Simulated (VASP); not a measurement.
Set up this calculation in VASP 6.6.1, as the native input.

```
Task                   : relaxation of cell and atoms
Functional             : PBE
Potentials or basis    : VASP PAW PBE potentials, release 64 (Nb_sv)
Cutoff                 : 600 eV
k mesh                 : 24 × 24 × 24
Occupations            : gaussian, width 0.1 eV
Spin                   : no spin polarisation
Dipole correction      : no
Further INCAR settings : ALGO = Fast; EDIFF = 1e-06; IBRION = 2; EDIFFG = -0.01; NSW = 100; ISIF = 3
```

The structure of Nb lies in POSCAR:

```
Nb
1.0
    0.0000000000      2.2324212972      2.4708551989
    1.6310012477      0.0000000000      2.4708551989
    1.6310012477      2.2324212972      0.0000000000
Nb
1
Direct
    0.0000000000      0.0000000000      0.0000000000
```

These files were run (other wordings do the same):

INCAR

```
SYSTEM = Nb
PREC = Accurate
ENCUT = 600
EDIFF = 1E-6
ISMEAR = 0
SIGMA = 0.1
LREAL = .FALSE.
LASPH = .TRUE.
NELM = 100
ALGO = Fast
ISIF = 3
LWAVE = .FALSE.
LCHARG = .FALSE.
GGA = PE
IBRION = 2
NSW = 100
EDIFFG = -0.01
```

KPOINTS

```
regular mesh
0
G
  24 24 24
  0 0 0
```

Potentials or basis: VASP PAW PBE potentials, release 64 (Nb_sv).

Launch:

```sh
$ cat potpaw_PBE.64/Nb_sv/POTCAR > POTCAR
$ mpirun -np 1 vasp_std > vasp.out
```

Results of the run:

The relaxed volume is 18.10 Å³/atom and the relaxed cell is a = 3.309 Å, b = 2.866 Å, c = 2.864 Å, α = 70.55°, β = 54.76°, γ = 54.69°. The space group after relaxing (to 0.1 Å) is Im-3m (No. 229). The energy gained by relaxing is 12.9 meV/atom. The ionic steps are 16, the pressure after relaxing is 0.0 GPa and the band gap on the k mesh is zero (an odd number of electrons rules out a gap without spin polarisation).

Wall time 68 min on 1 thread of Intel(R) Xeon(R) Platinum 8488C (Sapphire Rapids), on a shared host, peak memory 0.7 GiB.
